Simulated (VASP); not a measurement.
Here is a VASP 6.6.1 calculation.

Contents of INCAR:

```
ALGO     = Normal         # electronic algorithm
EDIFF    = 1E-7           # SCF threshold, eV
ENCUT    = 520            # plane-wave cutoff, eV
GGA      = PE             # functional
ISIF     = 2              # what is computed and relaxed
ISMEAR   = 0              # smearing method
IVDW     = 12             # dispersion correction
LASPH    = True           # aspherical terms in the spheres
LCHARG   = False          # write CHGCAR
LREAL    = False          # projectors in reciprocal space
LWAVE    = False          # write WAVECAR
NBANDS   = 65             # bands
NELM     = 100            # most SCF steps
PREC     = Accurate       # precision mode
SIGMA    = 0.05           # smearing width, eV
```

The input KPOINTS:

```
k-points
0
Gamma
  2 2 1
```

File POSCAR:

```
Ta6HN6F
1.0
    5.2084950000      0.0000000000      0.0000000000
   -2.6042480000      4.5106890000      0.0000000000
    0.0000000000      0.0000000000     16.3721220000
Ta N F H
6 6 1 1
Direct
    0.0000000000      0.0000000000      0.0610794374
    0.3293098517      0.6649695867      0.1349831134
    0.6638288081      0.3322237467      0.1352590092
   -0.0088142157     -0.0039661347      0.2359373452
    0.3087747746      0.6539741490      0.3139675480
    0.6273569256      0.3108507370      0.3245790008
    0.3923922361      0.0000000000      0.0610794374
    0.6076078602      0.6076078400      0.0610794374
    0.0000000956      0.3923921600      0.0610794374
    0.3752098991     -0.0127918373      0.2292998427
    0.5999118076      0.6077845314      0.2337044642
   -0.0163105736      0.3852081134      0.2319706633
   -0.3042007175      0.3852528960      0.4387425772
    0.2611209131      0.9428537414      0.3727852749
```

Potentials or basis: VASP PAW PBE potentials, release 64 (Ta_pv, N, F, H).

Command:

```console
$ cat potpaw_PBE.64/Ta_pv/POTCAR potpaw_PBE.64/N/POTCAR potpaw_PBE.64/F/POTCAR potpaw_PBE.64/H/POTCAR > POTCAR
$ mpirun -np 1 vasp_std > vasp.out
```

Task: What does it give for the largest force?

Result: 2.339 eV/Å.

Task: What does it give for the band gap on the k mesh?

Result: 0.21 eV.

Task: What does it give for the dispersion energy per atom?

Result: -0.239 eV.

Forces in eV/Å, atoms in the order of the input:
```
Ta  -0.094 -0.052  0.652
Ta   0.001 -0.010  0.078
Ta  -0.009 -0.003  0.072
Ta  -0.024 -0.008 -0.018
Ta  -0.028 -0.033  0.064
Ta  -0.044 -0.072 -0.182
N   -2.286 -0.053 -0.439
N    1.184  1.981 -0.219
N    0.973 -2.103 -0.322
N   -0.007 -0.013 -0.007
N   -0.024 -0.018  0.028
N   -0.048 -0.017 -0.007
F    0.063  0.185  0.143
H    0.343  0.216  0.159
```

Caveat: the k points lie up to 0.70 Å⁻¹ apart; there is no dipole correction, which matters where the two faces differ; spin-orbit coupling is left out, which moves the levels of the heavy elements.
